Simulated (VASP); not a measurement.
# Zn (Fm-3m) in VASP: relaxation of cell and atoms with LDA

Aim: the relaxation of cell and atoms of Zn with LDA.

Everything below comes from runs of VASP 6.6.1. Logs are shortened: lines on timing, memory, paths and dates and some standing lists are left out, and cuts for length are marked.

## (1) The cell of the first run

Symmetry: Fm-3m, No. 225, cubic system. Conventional cell: a = 3.785 Å, b = 3.785 Å, c = 3.785 Å, α = 90.00°, β = 90.00°, γ = 90.00°. Zn (site symmetry m-3m) has 12 Zn at 2.68 Å within 3.5 Å.

This isn't the form of Zn at room conditions, which is hcp.

## (2) Relaxation of cell and atoms, LDA

INCAR

```
PREC = Accurate ; ENCUT = 600
EDIFF = 1E-7 ; ISMEAR = -1
SIGMA = 0.1 ; LREAL = False
LASPH = True ; NELM = 80
ALGO = Normal ; ISIF = 3
LWAVE = False ; LCHARG = False
IBRION = 2 ; NSW = 60
EDIFFG = -0.005
```

KPOINTS

```
Automatic mesh
0
Gamma
  18 18 18
```

POSCAR

```
Zn
1.0
    0.0000000000      1.8924911395      1.8924911395
    1.8924911395      0.0000000000      1.8924911395
    1.8924911395      1.8924911395      0.0000000000
Zn
1
Direct
    0.0000000000      0.0000000000      0.0000000000
```

Potentials or basis: VASP PAW LDA potentials, release 64 (Zn).

Command:

```
$ cat potpaw_LDA.64/Zn/POTCAR > POTCAR
$ mpirun -np 1 vasp_std > vasp.out
```

OUTCAR:

```text
PREC = Accurate
   ENCUT = 600
   EDIFF = 1E-7
   ISMEAR = -1
   LREAL = False
   LASPH = True
   NELM = 80
   ISIF = 3
   IBRION = 2
   NSW = 60
   EDIFFG = -0.005

 ion  position               nearest neighbor table
   1  0.000  0.000  0.000-

  LATTYP: Found a face centered cubic cell.
 ALAT       =     3.7849822790

  Lattice vectors:

 A1 = (   0.0000000000,   1.8924911395,   1.8924911395)
 A2 = (   1.8924911395,   0.0000000000,   1.8924911395)
 A3 = (   1.8924911395,   1.8924911395,   0.0000000000)

Analysis of symmetry for initial positions (statically):
=====================================================================
 Subroutine PRICEL returns:
 Original cell was already a primitive cell.

 Routine SETGRP: Setting up the symmetry group for a
 face centered cubic supercell.

 Subroutine GETGRP returns: Found 48 space group operations
 (whereof 48 operations were pure point group operations)
 out of a pool of 48 trial point group operations.

The static configuration has the point symmetry O_h .

Analysis of symmetry for dynamics (positions and initial velocities):
=====================================================================
 Subroutine PRICEL returns:
 Original cell was already a primitive cell.

 Routine SETGRP: Setting up the symmetry group for a
 face centered cubic supercell.

 Subroutine GETGRP returns: Found 48 space group operations
 (whereof 48 operations were pure point group operations)
 out of a pool of 48 trial point group operations.

The dynamic configuration has the point symmetry O_h .

 Subroutine INISYM returns: Found 48 space group operations
 (whereof 48 operations are pure point group operations),
 and found     1 'primitive' translations

----------------------------------------------------------------------------------------

                                     Primitive cell

  volume of cell :      13.5560

  direct lattice vectors                    reciprocal lattice vectors
     0.000000000  1.892491139  1.892491139    -0.264202030  0.264202030  0.264202030
     1.892491139  0.000000000  1.892491139     0.264202030 -0.264202030  0.264202030
     1.892491139  1.892491139  0.000000000     0.264202030  0.264202030 -0.264202030

  length of vectors
     2.676386636  2.676386636  2.676386636     0.457611339  0.457611339  0.457611339

  position of ions in fractional coordinates (direct lattice)
     0.000000000  0.000000000  0.000000000

  ion indices of the primitive-cell ions
   primitive index   ion index
                 1           1

----------------------------------------------------------------------------------------

 KPOINTS: Automatic mesh

Automatic generation of k-mesh.
 Grid dimensions read from file:
 generate k-points for:   18   18   18

 Generating k-lattice:

  Cartesian coordinates                     Fractional coordinates (reciprocal lattice)
    -0.014677891  0.014677891  0.014677891     0.055555556  0.000000000  0.000000000
     0.014677891 -0.014677891  0.014677891     0.000000000  0.055555556  0.000000000
     0.014677891  0.014677891 -0.014677891     0.000000000  0.000000000  0.055555556

  Length of vectors
     0.025422852  0.025422852  0.025422852

  Shift w.r.t. Gamma in fractional coordinates (k-lattice)
     0.000000000  0.000000000  0.000000000

 Subroutine IBZKPT returns following result:
 ===========================================

 Found    195 irreducible k-points:

 Following reciprocal coordinates:
            Coordinates               Weight
  0.000000  0.000000  0.000000      1.000000
  0.055556  0.000000  0.000000      8.000000
  0.111111  0.000000  0.000000      8.000000
  0.166667  0.000000  0.000000      8.000000
  0.222222  0.000000  0.000000      8.000000
  0.277778  0.000000  0.000000      8.000000
[... 16 lines left out ...]
 -0.277778  0.055556  0.000000     24.000000
 -0.222222  0.055556  0.000000     24.000000
 [... further k-points ...]
   k-points           NKPTS =    195   k-points in BZ     NKDIM =    195   number of bands    NBANDS=     10
   number of dos      NEDOS =    301   number of ions     NIONS =      1
   total plane-waves  NPLWV =  13824
   dimension x,y,z NGX =    24 NGY =   24 NGZ =   24
   dimension x,y,z NGXF=    48 NGYF=   48 NGZF=   48
   ions per type =               1
   NGX,Y,Z   is equivalent  to a cutoff of  14.91, 14.91, 14.91 a.u.
   NGXF,Y,Z  is equivalent  to a cutoff of  29.82, 29.82, 29.82 a.u.
 SYSTEM =  unknown system
   PREC   = accura    normal or accurate (medium, high low for compatibility)
   ISTART =      0    job   : 0-new  1-cont  2-samecut
   ICHARG =      2    charge: 1-file 2-atom 10-const
   ISPIN  =      1    spin polarized calculation?
   LNONCOLLINEAR =      F non collinear calculations
   LSORBIT =      F    spin-orbit coupling
   LASPH  =      T    aspherical Exc in radial PAW
   ENCUT  =  600.0 eV  44.10 Ry    6.64 a.u.   5.35  5.35  5.35*2*pi/ulx,y,z
   NELM   =     80;   NELMIN=  2; NELMDL= -5     # of ELM steps
   EDIFF  = 0.1E-06   stopping-criterion for ELM
   LREAL  =      F    real-space projection
   EDIFFG = -.5E-02   stopping-criterion for IOM
   NSW    =     60    number of steps for IOM
   IBRION =      2    ionic relax: 0-MD 1-quasi-New 2-CG
   NFREE  =      1    steps in history (QN), initial steepest desc. (CG)
   ISIF   =      3    stress and relaxation
   ISYM   =      2    0-nonsym 1-usesym 2-fastsym
   POTIM  = 0.5000    time-step for ionic-motion
   TEBEG  =    0.0;   TEEND  =   0.0 temperature during run
   PSTRESS=    0.0 pullay stress
   NELECT =      12.0000    total number of electrons
   NUPDOWN=      -1.0000    fix difference up-down
   EMIN   =  10.00;   EMAX   =-10.00  energy-range for DOS
   EFERMI =   0.00;   METHOD = LEGACY
   ISMEAR =    -1;   SIGMA  =   0.10  broadening in eV -4-tet -1-fermi 0-gaus
   EFERMI_NEDOS =   21; number of points for ismear=-14 and -15
   IALGO  =     38    algorithm
   IMIX   =      4    mixing-type and parameters
     AMIX     =   0.40;   BMIX     =  1.00
     AMIX_MAG =   1.60;   BMIX_MAG =  1.00
  volume/ion in A,a.u.               =      13.56        91.48
  Fermi-wavevector in a.u.,A,eV,Ry     =   1.571899  2.970459 33.618193  2.470867
  Thomas-Fermi vector in A             =   2.673414
   LORBIT       =      0    0 simple, 1 ext, 2 COOP (PROOUT), +10 PAW based schemes
   GGA     = CA    functional components
   LHFCALC =     F    Hartree Fock is set to
   AEXX    =    0.0000 exact exchange contribution
   IVDW    =     0    specifies the selected vdW correction
   LEPSILON=     F    determine dielectric tensor
   LRPA    =     F    only Hartree local field effects (RPA)
 conjugate gradient relaxation of ions
 non-spin polarized calculation
  energy-cutoff  :      600.00
  volume of cell :       13.56
 maximum number of plane-waves:       467
 NGX is ok and might be reduce to    24
   NGX = 11   NGY = 11   NGZ = 11

--------------------------------------- Ionic step        1  -------------------------------------------

 number of electron      12.0000000 magnetization

 Free energy of the ion-electron system (eV)
  ---------------------------------------------------
  ext. energy  EPLUGINS =         0.00000000
  ---------------------------------------------------
  free energy    TOTEN  =        -1.85243941 eV

  energy without entropy =       -1.84291690  energy(sigma->0) =       -1.84767816

------------------------ aborting loop because EDIFF is reached ----------------------------------------

  FORCE on cell =-STRESS in cart. coord.  units (eV):
  Direction    XX          YY          ZZ          XY          YZ          ZX
  --------------------------------------------------------------------------------------
  -------------------------------------------------------------------------------------
  Total        0.0271795      0.0271795      0.0271795      0.0000000      0.0000000     -0.0000000
  in kB        3.2123277      3.2123277      3.2123277      0.0000000      0.0000000     -0.0000000
  external PRESSURE =       3.2123277 kB  Pullay stress =       0.0000000 kB
[... 55 lines left out ...]
  energy  without entropy=       -1.8429061548  energy(sigma->0) =       -1.84769593

--------------------------------------- Ionic step        3  -------------------------------------------

 number of electron      11.9999998 magnetization

 Free energy of the ion-electron system (eV)
  ---------------------------------------------------
  ext. energy  EPLUGINS =         0.00000000
  ---------------------------------------------------
  free energy    TOTEN  =        -1.85248700 eV

  energy without entropy =       -1.84291543  energy(sigma->0) =       -1.84770122

 E-fermi :   3.6476     XC(G=0): -12.5041

 val. band max:        3.6196720881   @ k =  -0.3889   0.3889   0.0556
 cond. band min:       3.8133863755   @ k =   0.5000   0.1111   0.0556
 fundamental gap:      0.1937142874
 Fermi energy:         3.6475729369

 k-point     1 :       0.0000    0.0000    0.0000
  band No.  band energies     occupation
      1      -7.5836      2.00000
      2      -4.3309      2.00000
      3      -4.3309      2.00000
      4      -4.3309      2.00000
      5      -3.8610      2.00000
      6      -3.8610      2.00000
      7      23.3653      0.00000
      8      23.3653      0.00000
      9      23.3653      0.00000
     10      23.5462      0.00000
[... 287 lines left out ...]
 k-point    24 :      -0.2222    0.0556    0.0000
  band No.  band energies     occupation
      1      -5.8368      2.00000
      2      -4.3341      2.00000
      3      -4.2120      2.00000
      4      -4.2023      2.00000
      5      -3.8731      2.00000
      6      -3.6996      2.00000
      7      12.0648      0.00000
      8      18.6923      0.00000
      9      22.4435      0.00000
     10      23.5719      0.00000

 [... further k-points ...]

------------------------ aborting loop because EDIFF is reached ----------------------------------------

  FORCE on cell =-STRESS in cart. coord.  units (eV):
  Direction    XX          YY          ZZ          XY          YZ          ZX
  --------------------------------------------------------------------------------------
  -------------------------------------------------------------------------------------
  Total       -0.0001213     -0.0001213     -0.0001213      0.0000000      0.0000000      0.0000000
  in kB       -0.0142901     -0.0142901     -0.0142901      0.0000000      0.0000000      0.0000000
  external PRESSURE =      -0.0142901 kB  Pullay stress =       0.0000000 kB
[... 16 lines left out ...]
  FREE ENERGIE OF THE ION-ELECTRON SYSTEM (eV)
  ---------------------------------------------------
  free  energy   TOTEN  =        -1.8524870036 eV

  energy  without entropy=       -1.8429154274  energy(sigma->0) =       -1.84770122

 reached required accuracy - stopping structural energy minimisation
```

Wall time 49 s (1 thread of AMD EPYC 7R13 (Zen 3), shared host); peak memory 0.13 GiB.

What came out:

* Free energy: -1.8525 eV
* Relaxed volume: 13.60 Å³/atom
* Relaxed cell: a = 2.679 Å, b = 2.679 Å, c = 2.679 Å, α = 60.00°, β = 60.00°, γ = 60.00°
* Space group after relaxing (to 0.1 Å): Fm-3m (No. 225)
* Energy gained by relaxing: 0.0 meV/atom
* Ionic steps: 3
* Pressure after relaxing: 0.0 GPa
* Band gap on the k mesh: zero (bands 6 and 7 overlap by 3.01 eV)

Final structure:
```cif
data_structure
_symmetry_space_group_name_H-M 'P 1'
_symmetry_Int_Tables_number 1
_cell_length_a 2.6794
_cell_length_b 2.6794
_cell_length_c 2.6794
_cell_angle_alpha 60.000
_cell_angle_beta 60.000
_cell_angle_gamma 60.000
_cell_volume 13.60
loop_
_atom_site_label
_atom_site_type_symbol
_atom_site_fract_x
_atom_site_fract_y
_atom_site_fract_z
_atom_site_occupancy
Zn1 Zn 0.00000 0.00000 0.00000 1
```
